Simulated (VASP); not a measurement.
# BiPdCl (P4/nmm) in VASP: density of states with PBE

Aim: the density of states of BiPdCl with PBE.

Program: VASP 6.6.1. These are calculated values, not measurements. Logs are shortened: lines on timing, memory, paths and dates and some standing lists are left out, and cuts for length are marked.

## Step 1: The cell of the first run

Symmetry: P4/nmm, No. 129, tetragonal system. Conventional cell: a = 3.995 Å, b = 3.995 Å, c = 7.570 Å, α = 90.00°, β = 90.00°, γ = 90.00°. Bi (site symmetry 4mm) has 4 Pd at 2.38 Å within 3.1 Å. Within 3.1 Å of Pd (site symmetry -4m2) lie 4 Bi at 2.38 Å and 4 Pd at 2.83 Å. Within 4.1 Å of Cl (site symmetry 4mm) lie 6 Bi at 3.13 to 3.94 Å and 4 Pd at 3.32 Å and 8 Cl at 3.62 to 4.00 Å.

## Step 2: Density of states, PBE

The input, POSCAR:

```
BiPdCl
1.0
    3.9954691500      0.0000000000      0.0000000000
    0.0000000000      3.9954691500      0.0000000000
    0.0000000000      0.0000000000      7.5698215000
Bi Pd Cl
2 2 2
Direct
    0.0000000000      0.5000000000      0.1710000000
    0.5000000000      0.0000000000      0.8290000000
    0.0000000000      0.0000000000      0.0000000000
    0.5000000000      0.5000000000      0.0000000000
    0.0000000000      0.5000000000      0.6500000000
    0.5000000000      0.0000000000      0.3500000000
```

The input, INCAR.step1:

```
PREC = Accurate
ENCUT = 520
EDIFF = 1E-6
ISMEAR = 1
SIGMA = 0.0216
LREAL = F
LASPH = T
NELM = 100
ALGO = Normal
ISIF = 2
LWAVE = F
LCHARG = T
LMAXMIX = 4
GGA = PE
NBANDS = 41
```

The input, KPOINTS.step1:

```
regular mesh
0
Gamma
  7 7 4
```

The input, INCAR.step2:

```
PREC = Accurate
ENCUT = 520
EDIFF = 1E-6
ISMEAR = -5
SIGMA = 0.0216
LREAL = F
LASPH = T
NELM = 100
ALGO = Normal
ISIF = 2
LWAVE = F
LCHARG = F
LMAXMIX = 4
GGA = PE
LORBIT = 11
NBANDS = 41
NEDOS = 2001
ICHARG = 11
```

The input, KPOINTS.step2:

```
regular mesh
0
Gamma
  11 11 6
```

Potentials or basis: VASP PAW PBE potentials, release 64 (Bi_d, Pd, Cl).

Started as:

```
$ cat potpaw_PBE.64/Bi_d/POTCAR potpaw_PBE.64/Pd/POTCAR potpaw_PBE.64/Cl/POTCAR > POTCAR
$ cp INCAR.step1 INCAR
$ cp KPOINTS.step1 KPOINTS
$ mpirun -np 1 vasp_std > vasp.out
$ cp INCAR.step2 INCAR
$ cp KPOINTS.step2 KPOINTS
$ mpirun -np 1 vasp_std > vasp.out
```

OUTCAR:

```text
PREC = Accurate
   ENCUT = 520
   EDIFF = 1E-6
   ISMEAR = -5
   LREAL = F
   LASPH = T
   NELM = 100
   ISIF = 2
   GGA = PE
   LORBIT = 11
   ICHARG = 11

 ion  position               nearest neighbor table
   1  0.000  0.500  0.171-   3 2.38   4 2.38   3 2.38   4 2.38   6 3.13   6 3.13   6 3.13   6 3.13
                             2 3.83   2 3.83   2 3.83   2 3.83
   2  0.500  0.000  0.829-   3 2.38   4 2.38   4 2.38   3 2.38   5 3.13   5 3.13   5 3.13   5 3.13
                             1 3.83   1 3.83   1 3.83   1 3.83
   3  0.000  0.000  0.000-   1 2.38   2 2.38   1 2.38   2 2.38   4 2.83   4 2.83   4 2.83   4 2.83

   4  0.500  0.500  0.000-   1 2.38   2 2.38   2 2.38   1 2.38   3 2.83   3 2.83   3 2.83   3 2.83

   5  0.000  0.500  0.650-   2 3.13   2 3.13   2 3.13   2 3.13
   6  0.500  0.000  0.350-   1 3.13   1 3.13   1 3.13   1 3.13

  LATTYP: Found a simple tetragonal cell.
 ALAT       =     3.9954691500
 C/A-ratio  =     1.8946014137

  Lattice vectors:

 A1 = (   3.9954691500,   0.0000000000,   0.0000000000)
 A2 = (   0.0000000000,   3.9954691500,   0.0000000000)
 A3 = (   0.0000000000,   0.0000000000,   7.5698215000)

Analysis of symmetry for initial positions (statically):
=====================================================================
 Subroutine PRICEL returns:
 Original cell was already a primitive cell.

 Routine SETGRP: Setting up the symmetry group for a
 simple tetragonal supercell.

 Subroutine GETGRP returns: Found 16 space group operations
 (whereof  8 operations were pure point group operations)
 out of a pool of 16 trial point group operations.

The static configuration has the point symmetry D_2d.
 The point group associated with its full space group is D_4h.

Analysis of symmetry for dynamics (positions and initial velocities):
=====================================================================
 Subroutine PRICEL returns:
 Original cell was already a primitive cell.

 Routine SETGRP: Setting up the symmetry group for a
 simple tetragonal supercell.

 Subroutine GETGRP returns: Found 16 space group operations
 (whereof  8 operations were pure point group operations)
 out of a pool of 16 trial point group operations.

The dynamic configuration has the point symmetry D_2d.
 The point group associated with its full space group is D_4h.

 Subroutine INISYM returns: Found 16 space group operations
 (whereof  8 operations are pure point group operations),
 and found     1 'primitive' translations

----------------------------------------------------------------------------------------

                                     Primitive cell

  volume of cell :     120.8429

  direct lattice vectors                    reciprocal lattice vectors
     3.995469150  0.000000000  0.000000000     0.250283499  0.000000000  0.000000000
     0.000000000  3.995469150  0.000000000     0.000000000  0.250283499  0.000000000
     0.000000000  0.000000000  7.569821500     0.000000000  0.000000000  0.132103511

  length of vectors
     3.995469150  3.995469150  7.569821500     0.250283499  0.250283499  0.132103511

  position of ions in fractional coordinates (direct lattice)
     0.000000000  0.500000000  0.171000000
     0.500000000  0.000000000  0.829000000
     0.000000000  0.000000000  0.000000000
     0.500000000  0.500000000  0.000000000
     0.000000000  0.500000000  0.650000000
     0.500000000  0.000000000  0.350000000

  ion indices of the primitive-cell ions
   primitive index   ion index
                 1           1
                 2           2
                 3           3
                 4           4
                 5           5
                 6           6

----------------------------------------------------------------------------------------

 KPOINTS: regular mesh

Automatic generation of k-mesh.
 Grid dimensions read from file:
 generate k-points for:   11   11    6

 Generating k-lattice:

  Cartesian coordinates                     Fractional coordinates (reciprocal lattice)
     0.022753045  0.000000000  0.000000000     0.090909091  0.000000000  0.000000000
     0.000000000  0.022753045  0.000000000     0.000000000  0.090909091  0.000000000
     0.000000000  0.000000000  0.022017252     0.000000000  0.000000000  0.166666667

  Length of vectors
     0.022753045  0.022753045  0.022017252

  Shift w.r.t. Gamma in fractional coordinates (k-lattice)
     0.000000000  0.000000000  0.000000000

 TETIRR: Found   1083 inequivalent tetrahedra from     4356

 Subroutine IBZKPT returns following result:
 ===========================================

 Found     84 irreducible k-points:

 Following reciprocal coordinates:
            Coordinates               Weight
  0.000000  0.000000  0.000000      1.000000
  0.090909  0.000000  0.000000      4.000000
  0.181818  0.000000  0.000000      4.000000
  0.272727  0.000000  0.000000      4.000000
  0.363636  0.000000  0.000000      4.000000
  0.454545  0.000000  0.000000      4.000000
[... 16 lines left out ...]
  0.090909  0.000000  0.166667      8.000000
  0.181818  0.000000  0.166667      8.000000
 [... further k-points ...]
   k-points           NKPTS =     84   k-points in BZ     NKDIM =     84   number of bands    NBANDS=     41
   number of dos      NEDOS =   2001   number of ions     NIONS =      6
   total plane-waves  NPLWV =  50400
   dimension x,y,z NGX =    30 NGY =   30 NGZ =   56
   dimension x,y,z NGXF=    60 NGYF=   60 NGZF=  112
   ions per type =               2   2   2
   NGX,Y,Z   is equivalent  to a cutoff of  12.48, 12.48, 12.30 a.u.
   NGXF,Y,Z  is equivalent  to a cutoff of  24.97, 24.97, 24.60 a.u.
 SYSTEM =  unknown system
   PREC   = accura    normal or accurate (medium, high low for compatibility)
   ISTART =      0    job   : 0-new  1-cont  2-samecut
   ICHARG =     11    charge: 1-file 2-atom 10-const
   ISPIN  =      1    spin polarized calculation?
   LNONCOLLINEAR =      F non collinear calculations
   LSORBIT =      F    spin-orbit coupling
   LASPH  =      T    aspherical Exc in radial PAW
   ENCUT  =  520.0 eV  38.22 Ry    6.18 a.u.   7.43  7.43 14.07*2*pi/ulx,y,z
   NELM   =    100;   NELMIN=  2; NELMDL=  0     # of ELM steps
   EDIFF  = 0.1E-05   stopping-criterion for ELM
   LREAL  =      F    real-space projection
   EDIFFG = 0.1E-04   stopping-criterion for IOM
   NSW    =      0    number of steps for IOM
   IBRION =     -1    ionic relax: 0-MD 1-quasi-New 2-CG
   NFREE  =      0    steps in history (QN), initial steepest desc. (CG)
   ISIF   =      2    stress and relaxation
   ISYM   =      2    0-nonsym 1-usesym 2-fastsym
   POTIM  = 0.5000    time-step for ionic-motion
   TEBEG  =    0.0;   TEEND  =   0.0 temperature during run
   PSTRESS=    0.0 pullay stress
   NELECT =      64.0000    total number of electrons
   NUPDOWN=      -1.0000    fix difference up-down
   EMIN   =  10.00;   EMAX   =-10.00  energy-range for DOS
   EFERMI =   0.00;   METHOD = LEGACY
   ISMEAR =    -5;   SIGMA  =   0.02  broadening in eV -4-tet -1-fermi 0-gaus
   EFERMI_NEDOS =   21; number of points for ismear=-14 and -15
   IALGO  =     38    algorithm
   IMIX   =      4    mixing-type and parameters
     AMIX     =   0.40;   BMIX     =  1.00
     AMIX_MAG =   1.60;   BMIX_MAG =  1.00
  volume/ion in A,a.u.               =      20.14       135.91
  Fermi-wavevector in a.u.,A,eV,Ry     =   1.324528  2.502995 23.869707  1.754374
  Thomas-Fermi vector in A             =   2.454056
   LORBIT       =     11    0 simple, 1 ext, 2 COOP (PROOUT), +10 PAW based schemes
   GGA     = PE    functional components
   LHFCALC =     F    Hartree Fock is set to
   AEXX    =    0.0000 exact exchange contribution
   IVDW    =     0    specifies the selected vdW correction
   LEPSILON=     F    determine dielectric tensor
   LRPA    =     F    only Hartree local field effects (RPA)
 non-spin polarized calculation
 Fermi weights with tetrahedron method with Bloechl corrections
  energy-cutoff  :      520.00
  volume of cell :      120.84
 maximum number of plane-waves:      3301
 NGX is ok and might be reduce to    30

 number of electron      63.9999999 magnetization

 Free energy of the ion-electron system (eV)
  ---------------------------------------------------
  ext. energy  EPLUGINS =         0.00000000
  ---------------------------------------------------
  free energy    TOTEN  =       -17.47443003 eV

  energy without entropy =      -17.47443003  energy(sigma->0) =      -17.47443003

 E-fermi :   7.7988     XC(G=0): -10.8555

 val. band max:        7.8476246668   @ k =   0.2727   0.0000   0.0000
 cond. band min:       7.7632971121   @ k =   0.2727   0.2727   0.0000
 fundamental gap:     -0.0843275547
 Fermi energy:         7.7987966807

 k-point     1 :       0.0000    0.0000    0.0000
  band No.  band energies     occupation
      1     -15.4567      2.00000
      2     -15.4126      2.00000
      3     -15.3257      2.00000
      4     -15.3092      2.00000
      5     -15.3092      2.00000
      6     -15.3060      2.00000
[... 33 lines left out ...]
     40      14.9251      0.00000
     41      16.2214      0.00000

 k-point     2 :       0.0909    0.0000    0.0000
  band No.  band energies     occupation
      1     -15.4547      2.00000
      2     -15.4123      2.00000
      3     -15.3256      2.00000
      4     -15.3136      2.00000
      5     -15.3108      2.00000
      6     -15.3095      2.00000
[... 33 lines left out ...]
     40      14.9850      0.00000
     41      16.2398      0.00000

 k-point     3 :       0.1818    0.0000    0.0000
  band No.  band energies     occupation
      1     -15.4490      2.00000
      2     -15.4118      2.00000
      3     -15.3251      2.00000
      4     -15.3243      2.00000
      5     -15.3225      2.00000
      6     -15.3103      2.00000
[... 875 lines left out ...]
      2     -15.4123      2.00000
      3     -15.3256      2.00000
      4     -15.3136      2.00000
      5     -15.3109      2.00000
      6     -15.3095      2.00000
[... 33 lines left out ...]
     40      15.2952      0.00000
     41      16.3812      0.00000

 k-point    24 :       0.1818    0.0000    0.1667
  band No.  band energies     occupation
      1     -15.4490      2.00000
      2     -15.4118      2.00000
      3     -15.3251      2.00000
      4     -15.3243      2.00000
      5     -15.3225      2.00000
      6     -15.3103      2.00000
[... 33 lines left out ...]
     40      15.6552      0.00000
     41      15.8323      0.00000

 [... further k-points ...]
[... 5 lines left out ...]
  --------------------------------------------------------------------------------------
  -------------------------------------------------------------------------------------
  Total       37.5527424     37.5527424     33.2021209      0.0000000      0.0000000      0.0000000
  in kB      497.8872885    497.8872885    440.2052389      0.0000000      0.0000000      0.0000000
  external PRESSURE =     478.6599387 kB  Pullay stress =       0.0000000 kB

 VOLUME and BASIS-vectors are now :
 -----------------------------------------------------------------------------
  energy-cutoff  :      520.00
  volume of cell :      120.84
      direct lattice vectors                 reciprocal lattice vectors
     3.995469150  0.000000000  0.000000000     0.250283499  0.000000000  0.000000000
     0.000000000  3.995469150  0.000000000     0.000000000  0.250283499  0.000000000
     0.000000000  0.000000000  7.569821500     0.000000000  0.000000000  0.132103511

 POSITION                                       TOTAL-FORCE (eV/Angst)
 -----------------------------------------------------------------------------------
      0.00000      1.99773      1.29444        -0.000000      0.000000     11.565860
      1.99773      0.00000      6.27538        -0.000000      0.000000    -11.565860
      0.00000      0.00000      0.00000        -0.000000      0.000000      0.000000
      1.99773      1.99773      0.00000        -0.000000     -0.000000      0.000000
      0.00000      1.99773      4.92038        -0.000000     -0.000000     -0.459874
      1.99773      0.00000      2.64944         0.000000      0.000000      0.459874
 -----------------------------------------------------------------------------------
    total drift:                                0.000000      0.000000      0.000000

  FREE ENERGIE OF THE ION-ELECTRON SYSTEM (eV)
  ---------------------------------------------------
  free  energy   TOTEN  =       -17.4744300264 eV

  energy  without entropy=      -17.4744300264  energy(sigma->0) =      -17.47443003

 total charge

# of ion       s       p       d       tot
------------------------------------------
    1        1.574   1.538  10.070  13.182
    2        1.574   1.538  10.070  13.182
    3        0.700   0.678   8.963  10.341
    4        0.700   0.678   8.963  10.341
    5        1.618   3.476   0.000   5.094
    6        1.618   3.476   0.000   5.094
--------------------------------------------------
tot          7.783  11.384  38.065  57.233
```

It took 5.3 min on 1 thread of Intel Xeon Platinum 8259CL at 2.50GHz (Skylake/Cascade Lake), shared host; peak memory 0.46 GiB.

What came out:

| Property | Result |
| --- | --- |
| Valence electrons inside the program's atomic spheres | Bi 13.18; Pd 10.34; Cl 5.09 |

Caveat: spin-orbit coupling is left out, which moves the levels of the heavy elements; tetrahedron occupations give inexact forces and stress in metals.
